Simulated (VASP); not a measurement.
Runs of VASP 6.6.1 on MgO. The structure is that of space group P6_3mc (No. 186), or close to it. The cells are those of the table. 

| cell | gap on the mesh (eV) | pressure (GPa) | largest force (eV/Å) |
| --- | --- | --- | --- |
| a = 3.351, b = 3.351, c = 5.048 Å, angles 90.0, 90.0, 120.0°, 4 atoms | 3.14 | -4.4 | 0.04 |
| a = 3.394, b = 3.394, c = 5.112 Å, angles 90.0, 90.0, 120.0°, 4 atoms | 2.94 | (b) | 0.08 |
| a = 3.170, b = 3.170, c = 4.775 Å, angles 90.0, 90.0, 120.0°, 4 atoms | 4.08 | 20.6 | 0.14 |
| a = 3.217, b = 3.217, c = 4.846 Å, angles 90.0, 90.0, 120.0°, 4 atoms | 3.81 | 12.3 | 0.08 |
| a = 3.435, b = 3.435, c = 5.175 Å, angles 90.0, 90.0, 120.0°, 4 atoms | 2.77 | (a) | (c) |
| a = 3.308, b = 3.308, c = 4.983 Å, angles 90.0, 90.0, 120.0°, 4 atoms | 3.34 | 0.1 | 0.01 |
| a = 3.263, b = 3.263, c = 4.916 Å, angles 90.0, 90.0, 120.0°, 4 atoms | 3.57 | 5.6 | 0.03 |

Alike in all rows: task single point; level PBEsol; potentials or basis VASP PAW PBE potentials, release 64 (Mg, O); no spin polarisation; k mesh 12 × 12 × 4; cutoff (eV) 520; smearing fermi-dirac 0.1 eV.

Task: Fill in the values left out.

Result: (a) -11.1; (b) -8.1; (c) 0.10.

Caveats: the PAW data sets were made with another functional, which shifts forces and pressure a little.

A k mesh can miss the band edges.
